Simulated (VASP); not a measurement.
SiC:

```xyz
12
Lattice="3.0532 0.0000 0.0000 -1.5266 2.6441 0.0000 0.0000 0.0000 14.9650" Properties=species:S:1:pos:R:3 pbc="T T T"
Si    1.5266    0.8814    6.8584
Si    0.0000    1.7627   14.3409
Si    1.5266    0.8814   11.8478
Si    0.0000    1.7627    4.3653
Si    0.0000    0.0000    9.3531
Si    0.0000    0.0000    1.8706
C     1.5266    0.8814    4.9878
C     0.0000    1.7627   12.4703
C     1.5266    0.8814    9.9771
C     0.0000    1.7627    2.4947
C     0.0000    0.0000    7.4825
C     0.0000    0.0000    0.0000
```

Base run:

```yaml
Program: VASP 6.6.1
Functional: revPBE
Potentials_or_basis: VASP PAW PBE potentials, release 64 (Si, C)
Cutoff: 520 eV
k_mesh: 10 × 10 × 2
Occupations: fermi-dirac, width 0.05 eV
Spin: no spin polarisation
```

Its results: band gap on the k mesh 2.02 eV (least direct gap 3.11 eV); pressure 11.8 GPa; largest force 0.148 eV/Å.

Problem. The run is repeated on the same cell with these changes: functional from revPBE to PBEsol; further incar settings from ALGO = Normal; EDIFF = 1e-07; NBANDS = 36 to ALGO = Normal; EDIFF = 1e-06; NBANDS = 36. What comes out?

Solution. Band gap on the k mesh 1.90 eV (least direct gap 3.01 eV); pressure 6.5 GPa; largest force 0.150 eV/Å.

Caveats: the cell stands under pressure; the PAW data sets were made with another functional, which shifts forces and pressure a little.

A k mesh can miss the band edges.
